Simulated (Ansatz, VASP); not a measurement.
## BaZr2Al4Hg: VASP beside Ansatz

```
CELL_PARAMETERS angstrom
3.74671 0.00000 0.00000
0.00000 3.74671 0.00000
0.00000 0.00000 14.03079
ATOMIC_POSITIONS crystal
Ba 0.00000 0.00000 0.00000
Zr 0.50000 0.50000 0.61386
Zr 0.50000 0.50000 0.38614
Al 0.50000 0.00000 0.77637
Al 0.00000 0.50000 0.77637
Al 0.50000 0.00000 0.22363
Al 0.00000 0.50000 0.22363
Hg 0.00000 0.00000 0.50000
```

Change from the starting cell: species swapped into the HoBi2BrO4 type (P4/mmm, No. 123).

Alike in both runs: functional PBE; k mesh 10 × 10 × 4; occupations gaussian, width 0.1 eV; no spin polarisation.

Ansatz relaxed the structure, and its values are those at the end. VASP's run is a single point on that final structure, the one shown.

|  | VASP | Ansatz |
| --- | --- | --- |
| version | VASP 6.6.1 | Ansatz 0.2.0 |
| potentials or method | VASP PAW PBE potentials, release 64 (Ba_sv, Zr_sv, Al, Hg), cutoff 520 eV | scalar-relativistic, plane waves, PAW |
| valence electrons in the cell | 58 | 66 |

```tsv
	VASP	Ansatz	Ansatz less VASP
gap on the k mesh at the Fermi level (eV)	none	none	-
pressure (GPa)	0.1	0.0	-0.14
rms of the force components (eV/Å)	0.009	0.000	-0.0085
```

A gap of «none» marks a metal or a gap that the smearing closes. With one functional, cell and mesh, what is left measures potentials, basis and numerics. VASP's potentials hold 58 valence electrons a cell and Ansatz's 66, so a difference there can come from the potentials and not from the codes.

Spin-orbit coupling is off throughout.
